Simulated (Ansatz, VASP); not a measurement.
One calculation of Ga2SnO2, two programs

```xyz
10
Lattice="3.1743 0.0000 0.0000 -1.5871 2.7490 0.0000 0.0000 0.0000 19.0604" Properties=species:S:1:pos:R:3 pbc="T T T"
Ga    1.5871    0.9163    7.3487
Ga    1.5871    0.9163    2.1815
Ga    0.0000    1.8327   16.8789
Ga    0.0000    1.8327   11.7117
Sn    0.0000    0.0000   14.2953
Sn    0.0000    0.0000    4.7651
O     1.5871    0.9163   11.0260
O     1.5871    0.9163   17.5645
O     0.0000    1.8327    8.0344
O     0.0000    1.8327    1.4958
```

Change from the starting cell: species swapped into the Tm2TeO2 type (P6_3/mmc, No. 194).

Alike in both runs: functional PBE; k mesh 12 × 12 × 2; occupations gaussian, width 0.1 eV; no spin polarisation.

Ansatz relaxed the structure, and its values are those at the end. VASP's run is a single point on that final structure, the one shown.

|  | VASP | Ansatz |
| --- | --- | --- |
| version | VASP 6.6.1 | Ansatz 0.2.0 |
| potentials or method | VASP PAW PBE potentials, release 64 (Ga_d, Sn_d, O), cutoff 520 eV | scalar-relativistic, plane waves, PAW |
| valence electrons in the cell | 104 | 104 |

VASP gave:

```
gap on the k mesh at the Fermi level (eV) : none
pressure (GPa)                            : 0.3
rms of the force components (eV/Å)        : 0.021
```

Q: Which values does Ansatz return?

A: gap on the k mesh at the Fermi level (eV): none; pressure (GPa): 0.0; rms of the force components (eV/Å): 0.000.

A gap of «none» marks a metal or a gap that the smearing closes. With one functional, cell and mesh, what is left measures potentials, basis and numerics.
